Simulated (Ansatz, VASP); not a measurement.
## One calculation of Os, two programs

Contents of INCAR:

```
ALGO = Normal
EDIFF = 1E-8
ENCUT = 520
GGA = PE
GGA_COMPAT = False
ISIF = 2
ISMEAR = -1
LASPH = True
LCHARG = False
LEFG = True
LREAL = False
LWAVE = False
NBANDS = 10
NELM = 120
PREC = Accurate
SIGMA = 0.03
```

KPOINTS

```
k-points
0
Gamma
  14 14 14
```

POSCAR

```
Os
1.0
    0.0000000000      1.9258369711      1.9839000000
    1.9258369711      0.0000000000      1.9839000000
    1.9258369711      1.9258369711      0.0000000000
Os
1
Direct
    0.0000000000      0.0000000000      0.0000000000
```

Input for Ansatz:

```yaml
crystal:
  lattice:
    - [0.0, 1.9258369711, 1.9839]
    - [1.9258369711, 0.0, 1.9839]
    - [1.9258369711, 1.9258369711, 0.0]
  atoms:
    - { symbol: Os, position: [0.0, 0.0, 0.0] }
kpoints:
  mp_grid: { grid: [14, 14, 14] }
scf:
  occupations: { method: fermi_dirac, width: 0.03 }
hamiltonian:
  xc: pbe
  pseudopotentials: { kind: paw }
output:
  forces: true
  stress: true
  eigenvalues: true
  efg: { contact_densities: true }
```

Change from the starting cell: z stretched by +2 % at fixed volume, PAW files.

Alike in both runs: task electric field gradients; functional PBE; k mesh 14 × 14 × 14; occupations fermi-dirac, width 0.03 eV; no spin polarisation.

|  | VASP | Ansatz |
| --- | --- | --- |
| version | VASP 6.6.1 | Ansatz 0.2.0 |
| potentials or method | VASP PAW PBE potentials, release 64 (Os) | PAW with Ansatz's default frozen-core files, scalar-relativistic |
| plane-wave cutoff (eV) | 520 | 420 |
| valence electrons in the cell | 8 | 16 |

```csv
,VASP,Ansatz,Ansatz less VASP
pressure (GPa),-9.6,-9.3,+0.28
"traceless stress, the component that is largest in VASP (GPa)",-5.62,-5.67,-0.048
size of Vzz on the site where it differs most (V/Å²),7.5,2.6,-4.97
```

With one functional, cell and mesh, what is left measures potentials, basis and numerics. VASP's potentials hold 8 valence electrons a cell and Ansatz's 16, so a difference there can come from the potentials and not from the codes.

Neither program's run includes spin-orbit coupling.
